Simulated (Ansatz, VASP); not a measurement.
# Be24NO in VASP and in Ansatz

File INCAR:

```
PREC = Accurate
ENCUT = 520
EDIFF = 1E-6
ISMEAR = 0
SIGMA = 0.1
LREAL = False
LASPH = True
NELM = 200
ALGO = Normal
ISIF = 2
LWAVE = False
LCHARG = True
ISPIN = 2
MAGMOM = 0 0 0 0 0 0 0 0 0 0 0 0 0 0 0 0 0 0 0 0 0 0 0 0 1 0
LORBIT = 11
LDIPOL = True
IDIPOL = 3
DIPOL = 0.5 0.5 0.293
GGA = PE
LVHAR = True
LVACPOTAV = True
NBANDS = 52
GGA_COMPAT = False
NELMDL = -8
KPAR = 4
```

File KPOINTS:

```
regular mesh
0
Gamma
  6 4 1
```

File POSCAR:

```
Be24NO
1.0
    4.5254381411      0.0000000000      0.0000000000
    0.0000000000      7.1336190820      0.0000000000
    0.0000000000      0.0000000000     22.3685529248
Be N O
24 1 1
Direct
    0.0000000000      0.3750000000      0.1788224752
    0.0000000000      0.8750000000      0.1788224752
    0.5000000000      0.3750000000      0.1788224752
    0.5000000000      0.8750000000      0.1788224752
    0.2500000000      0.1250000000      0.2080237711
    0.2500000000      0.6250000000      0.2080237711
    0.7500000000      0.1250000000      0.2080237711
    0.7500000000      0.6250000000      0.2080237711
    0.2500000000      0.3750000000      0.2664263628
    0.2500000000      0.8750000000      0.2664263628
    0.7500000000      0.3750000000      0.2664263628
    0.7500000000      0.8750000000      0.2664263628
    0.0000000000      0.1250000000      0.2903069137
    0.0000000000      0.6250000000      0.2903069137
    0.5000000000      0.1250000000      0.2903069137
    0.5000000000      0.6250000000      0.2903069137
    0.0000000000      0.3750000000      0.3546814205
    0.0000000000      0.8750000000      0.3546814205
    0.5000000000      0.3750000000      0.3546814205
    0.5000000000      0.8750000000      0.3546814205
    0.2500000000      0.1250000000      0.3741213369
    0.2500000000      0.6250000000      0.3741213369
    0.7500000000      0.1250000000      0.3741213369
    0.7500000000      0.6250000000      0.3741213369
    0.7500000000      0.4583333333      0.4447562146
    0.8487676923      0.5571010257      0.4820579571
```

Input for Ansatz:

```yaml
crystal:
  lattice:
    - [4.5254381411, 0.0, 0.0]
    - [0.0, 7.133619082, 0.0]
    - [0.0, 0.0, 22.3685529248]
  atoms:
    - { symbol: Be, position: [0.0, 0.375, 0.1788224752] }
    - { symbol: Be, position: [0.0, 0.875, 0.1788224752] }
    - { symbol: Be, position: [0.5, 0.375, 0.1788224752] }
    - { symbol: Be, position: [0.5, 0.875, 0.1788224752] }
    - { symbol: Be, position: [0.25, 0.125, 0.2080237711] }
    - { symbol: Be, position: [0.25, 0.625, 0.2080237711] }
    - { symbol: Be, position: [0.75, 0.125, 0.2080237711] }
    - { symbol: Be, position: [0.75, 0.625, 0.2080237711] }
    - { symbol: Be, position: [0.25, 0.375, 0.2664263628] }
    - { symbol: Be, position: [0.25, 0.875, 0.2664263628] }
    - { symbol: Be, position: [0.75, 0.375, 0.2664263628] }
    - { symbol: Be, position: [0.75, 0.875, 0.2664263628] }
    - { symbol: Be, position: [0.0, 0.125, 0.2903069137] }
    - { symbol: Be, position: [0.0, 0.625, 0.2903069137] }
    - { symbol: Be, position: [0.5, 0.125, 0.2903069137] }
    - { symbol: Be, position: [0.5, 0.625, 0.2903069137] }
    - { symbol: Be, position: [0.0, 0.375, 0.3546814205] }
    - { symbol: Be, position: [0.0, 0.875, 0.3546814205] }
    - { symbol: Be, position: [0.5, 0.375, 0.3546814205] }
    - { symbol: Be, position: [0.5, 0.875, 0.3546814205] }
    - { symbol: Be, position: [0.25, 0.125, 0.3741213369] }
    - { symbol: Be, position: [0.25, 0.625, 0.3741213369] }
    - { symbol: Be, position: [0.75, 0.125, 0.3741213369] }
    - { symbol: Be, position: [0.75, 0.625, 0.3741213369] }
    - { symbol: "N", position: [0.75, 0.4583333333, 0.4447562146], spin: 1.0 }
    - { symbol: O, position: [0.8487676923, 0.5571010257, 0.4820579571] }
basis:
  ecutwfc: 420
kpoints:
  mp_grid: { grid: [6, 4, 1] }
hamiltonian:
  xc: pbe
scf:
  occupations: { method: gaussian, width: 0.1 }
output:
  forces: true
  eigenvalues: true
  populations: true
magnetization:
  spin_polarized: true
efield:
  axis: 3
  dipole_correction: true
  ramp_width: 0.04
```

Alike in both runs: task single point; functional PBE; k mesh 6 × 4 × 1; occupations gaussian, width 0.1 eV; collinear spin.

```csv
,VASP,Ansatz
version,VASP 6.6.1,Ansatz 0.2.0
potentials or method,"VASP PAW PBE potentials, release 64 (Be, N, O), cutoff 520 eV","scalar-relativistic, plane waves, PAW"
valence electrons in the cell,59,59
```

|  | VASP | Ansatz | Ansatz less VASP |
| --- | --- | --- | --- |
| gap on the k mesh at the Fermi level (eV) | none | none | - |
| rms of the force components (eV/Å) | 0.387 | 0.275 | -0.1119 |
| net moment per atom (μB) | 0.00 | 0.00 | 0.000 |
| work function, face that differs most (eV) | 5.05 | 5.03 | -0.018 |

Atom by atom the forces differ by 0.175 eV/Å (rms over components). A gap of «none» marks a metal or a gap that the smearing closes. With one functional, cell and mesh, what is left measures potentials, basis and numerics. Ansatz's warnings: seeded moment not kept.

Noted on VASP's run: the standard files for N, O and F lose accuracy on very short bonds.
